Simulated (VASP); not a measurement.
# TaN in VASP: further runs, part 2 of 2

VASP 6.6.1. Earlier steps stand in the parts before.

### 3 Single point, PBEsol

This run uses another cell than the first one, of 11.10 Å³/atom, 1.030 times its volume.

File INCAR:

```
ALGO = Normal
EDIFF = 1E-6
ENCUT = 600
GGA = PS
GGA_COMPAT = F
ISIF = 2
ISMEAR = 0
LASPH = T
LCHARG = F
LREAL = F
LWAVE = F
NBANDS = 15
NELM = 120
PREC = Accurate
SIGMA = 0.02
```

File KPOINTS:

```
k-points
0
Gamma
  16 16 14
```

File POSCAR:

```
TaN
1.0
    2.9670910008      0.0000000000      0.0000000000
   -1.4835455004      2.5695761820      0.0000000000
    0.0000000000      0.0000000000      2.9115464110
Ta N
1 1
Direct
    0.0000000000      0.0000000000      0.5000000000
    0.6666666667      0.3333333333      0.0000000000
```

Potentials or basis: VASP PAW PBE potentials, release 64 (Ta_pv, N).

Command:

```
$ cat potpaw_PBE.64/Ta_pv/POTCAR potpaw_PBE.64/N/POTCAR > POTCAR
$ mpirun -np 1 vasp_std > vasp.out
```

Run time: 83 s. Hardware: 1 thread of Intel Xeon 8259CL, shared host; peak memory 0.22 GiB.

The run converged. Its results:

* Free energy: -23.7691 eV
* Pressure: -13.8 GPa
* Band gap on the k mesh: zero (band 8 reaches 8.01 eV, above the bottom of band 9 at 7.69 eV)

Stress tensor (GPa, compression positive):
```
-13.41   0.00   0.00
  0.00 -13.41   0.00
  0.00   0.00 -14.62
```

Levels at points of the mesh, in eV from the Fermi level:
| k point | band 4 | band 5 | band 6 | band 7 | band 8 | band 9 | band 10 | band 11 | band 12 | band 13 |
| --- | --- | --- | --- | --- | --- | --- | --- | --- | --- | --- |
| (0.00, 0.00, 0.00) | -17.53 | -4.45 | -4.45 | -4.11 | -2.89 | 1.97 | 3.44 | 3.44 | 3.79 | 3.79 |
| (0.50, 0.00, 0.00) | -15.32 | -8.17 | -5.07 | -3.40 | -3.13 | 2.84 | 3.85 | 5.02 | 5.07 | 7.11 |
| (0.00, 0.00, 0.50) | -15.00 | -9.22 | -3.66 | -3.66 | -0.12 | -0.12 | 2.33 | 3.19 | 3.19 | 7.86 |
| (0.50, 0.00, 0.50) | -15.56 | -7.20 | -6.11 | -5.55 | -0.43 | 3.93 | 5.11 | 5.78 | 6.79 | 9.72 |

Caveat: the PAW data sets were made with another functional, which shifts forces and pressure a little; spin-orbit coupling is left out, which moves the levels of the heavy elements.

### 4 Single point, PBEsol

This run uses another cell than the first one, of 11.42 Å³/atom, 1.060 times its volume.

File INCAR:

```
ALGO = Normal
EDIFF = 1E-6
ENCUT = 600
GGA = PS
GGA_COMPAT = False
ISIF = 2
ISMEAR = 0
LASPH = True
LCHARG = False
LREAL = False
LWAVE = False
NBANDS = 15
NELM = 120
PREC = Accurate
SIGMA = 0.02
```

KPOINTS is that of step 3.

File POSCAR:

```
TaN
1.0
    2.9956224723      0.0000000000      0.0000000000
   -1.4978112361      2.5942851611      0.0000000000
    0.0000000000      0.0000000000      2.9395437670
Ta N
1 1
Direct
    0.0000000000      0.0000000000      0.5000000000
    0.6666666667      0.3333333333      0.0000000000
```

Command:

```
$ cat potpaw_PBE.64/Ta_pv/POTCAR potpaw_PBE.64/N/POTCAR > POTCAR
$ mpirun -np 1 vasp_std > vasp.out
```

It took 84 s on 1 thread of Intel Xeon 8259CL, shared host; peak memory 0.22 GiB.

The run converged. Its results:

| Property | Result |
| --- | --- |
| Free energy | -23.6975 eV |
| Pressure | -22.0 GPa |
| Band gap on the k mesh | zero (band 8 reaches 7.71 eV, above the bottom of band 9 at 7.40 eV) |

Stress tensor (GPa, compression positive):
```
-21.25   0.00   0.00
  0.00 -21.25   0.00
  0.00   0.00 -23.43
```

Levels at points of the mesh, in eV from the Fermi level:
```csv
k point,band 5,band 6,band 7,band 8,band 9,band 10,band 11,band 12
"(0.00, 0.00, 0.00)",-4.33,-4.33,-3.99,-2.85,1.76,3.31,3.31,3.63
"(0.50, 0.00, 0.00)",-8.01,-4.93,-3.29,-3.08,2.73,3.68,4.86,4.86
"(0.00, 0.00, 0.50)",-9.05,-3.56,-3.56,-0.11,-0.11,2.25,3.10,3.10
"(0.50, 0.00, 0.50)",-7.03,-5.99,-5.39,-0.47,3.73,4.90,5.54,6.54
```

Caveat: the PAW data sets were made with another functional, which shifts forces and pressure a little; spin-orbit coupling is left out, which moves the levels of the heavy elements.

### 5 Single point, PBEsol

File INCAR:

```
PREC = Accurate
ENCUT = 600
EDIFF = 1E-6
ISMEAR = 0
SIGMA = 0.02
LREAL = False
LASPH = True
NELM = 120
ALGO = Normal
ISIF = 2
LWAVE = False
LCHARG = True
GGA = PS
LELF = True
LVHAR = True
NBANDS = 15
GGA_COMPAT = False
```

File KPOINTS:

```
Automatic mesh
0
Gamma
  16 16 14
```

File POSCAR:

```
TaN
1.0
    2.9380000000      0.0000000000      0.0000000000
   -1.4690000000      2.5443826363      0.0000000000
    0.0000000000      0.0000000000      2.8830000000
Ta N
1 1
Direct
    0.0000000000      0.0000000000      0.5346860909
    0.6666666667      0.3333333333      0.0000000000
```

Command:

```
$ cat potpaw_PBE.64/Ta_pv/POTCAR potpaw_PBE.64/N/POTCAR > POTCAR
$ mpirun -np 1 vasp_std > vasp.out
```

Wall time 2.3 min (1 thread of Intel Xeon 8259CL, shared host); peak memory 0.26 GiB.

The run converged. Its results:

```yaml
Free_energy: -23.7346 eV
Pressure: -2.1 GPa
Largest_force: 1.426 eV/Å
Band_gap_on_the_k_mesh: zero (band 8 reaches 8.41 eV, above the bottom of band 9 at 8.03 eV)
```

Forces on the atoms (eV/Å):
```
Ta   0.000  0.000 -1.426
N    0.000  0.000  1.426
```

Stress tensor (GPa, compression positive):
```
-2.32  0.00  0.00
 0.00 -2.32  0.00
 0.00  0.00 -1.62
```

Levels at points of the mesh, in eV from the Fermi level:
| k point | band 5 | band 6 | band 7 | band 8 | band 9 | band 10 | band 11 | band 12 |
| --- | --- | --- | --- | --- | --- | --- | --- | --- |
| (0.00, 0.00, 0.00) | -4.68 | -4.68 | -4.63 | -2.57 | 2.16 | 3.36 | 3.36 | 4.21 |
| (0.50, 0.00, 0.00) | -8.36 | -5.25 | -3.49 | -3.29 | 3.02 | 3.93 | 4.82 | 5.26 |
| (0.00, 0.00, 0.50) | -9.43 | -3.90 | -3.90 | -0.11 | -0.11 | 2.46 | 3.32 | 3.32 |
| (0.50, 0.00, 0.50) | -7.46 | -6.20 | -5.76 | -0.38 | 4.07 | 5.27 | 6.03 | 7.07 |

Caveat: the PAW data sets were made with another functional, which shifts forces and pressure a little; spin-orbit coupling is left out, which moves the levels of the heavy elements.

### 6 Summary

```tsv
cell	gap on the mesh (eV)	pressure (GPa)
a = 2.938, b = 2.938, c = 2.883 Å, angles 90.0, 90.0, 120.0°, 2 atoms	none	-2.1
a = 2.967, b = 2.967, c = 2.912 Å, angles 90.0, 90.0, 120.0°, 2 atoms	none	-13.8
a = 2.996, b = 2.996, c = 2.940 Å, angles 90.0, 90.0, 120.0°, 2 atoms	none	-22.0
```

Some of these runs hold the atoms at other places in the same cell, which the table doesn't show; runs alike in all that it shows share one row.

Alike in all rows: task single point; level PBEsol; potentials or basis VASP PAW PBE potentials, release 64 (Ta_pv, N); no spin polarisation; k mesh 16 × 16 × 14; cutoff (eV) 600; smearing gaussian 0.02 eV.

Caveats: the PAW data sets were made with another functional, which shifts forces and pressure a little; spin-orbit coupling is left out, which moves the levels of the heavy elements.

Absolute energies hang on the potentials; compare differences alone.
